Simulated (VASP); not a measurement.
The system is TaAlMo3.

```
CELL_PARAMETERS angstrom
3.63126 0.00000 0.00000
0.00000 3.63126 0.00000
0.00000 0.00000 7.90958
ATOMIC_POSITIONS crystal
Ta 0.00000 0.00000 0.50000
Al 0.50000 0.50000 0.00000
Mo 0.50000 0.50000 0.33097
Mo 0.50000 0.50000 0.66903
Mo 0.00000 0.00000 0.00000
```

The cell was generated, and may not be a known phase.

| Property | Result |
| --- | --- |
| Program | VASP 6.6.1 |
| Task | relaxation of cell and atoms |
| Functional | PBE |
| Potentials or basis | VASP PAW PBE potentials, release 64 (Ta_pv, Al, Mo_sv) |
| Cutoff | 600 eV |
| k mesh | 6 × 6 × 2 |
| Occupations | gaussian, width 0.1 eV |
| Spin | no spin polarisation |

At the start: pressure -18.4 GPa; volume 20.86 Å³/atom.

How do energy, volume and symmetry change on relaxing?

Over 8 steps the energy falls by 190.7 meV/atom and the volume is 17.95 Å³/atom (-13.9 %); space group P4/mmm (No. 123, to 0.1 Å) before and after.

Step by step:
```tsv
step	energy change (eV)	largest force (eV/Å)	pressure (GPa)	volume (Å³)
1	0.0000	1.4094	-18.36	104.30
2	2.1674	6.0818	61.30	72.21
3	-0.9384	0.1869	-1.95	91.26
4	-0.9431	0.3066	-0.71	90.59
5	-0.9434	0.3550	-0.20	90.33
6	-0.9524	0.0632	-0.03	89.82
7	-0.9525	0.0883	-0.04	89.86
8	-0.9535	0.0395	-0.04	89.77
```

Final structure:
```cif
data_structure
_symmetry_space_group_name_H-M 'P 1'
_symmetry_Int_Tables_number 1
_cell_length_a 3.4582
_cell_length_b 3.4582
_cell_length_c 7.5064
_cell_angle_alpha 90.000
_cell_angle_beta 90.000
_cell_angle_gamma 90.000
_cell_volume 89.77
loop_
_atom_site_label
_atom_site_type_symbol
_atom_site_fract_x
_atom_site_fract_y
_atom_site_fract_z
_atom_site_occupancy
Ta1 Ta 0.00000 0.00000 0.50000 1
Al1 Al 0.50000 0.50000 0.00000 1
Mo1 Mo 0.50000 0.50000 0.33140 1
Mo2 Mo 0.50000 0.50000 0.66860 1
Mo3 Mo 0.00000 0.00000 0.00000 1
```

Caveat: the k points lie up to 0.42 Å⁻¹ apart in the final cell, too coarse for converged energies and pressures of a metal.
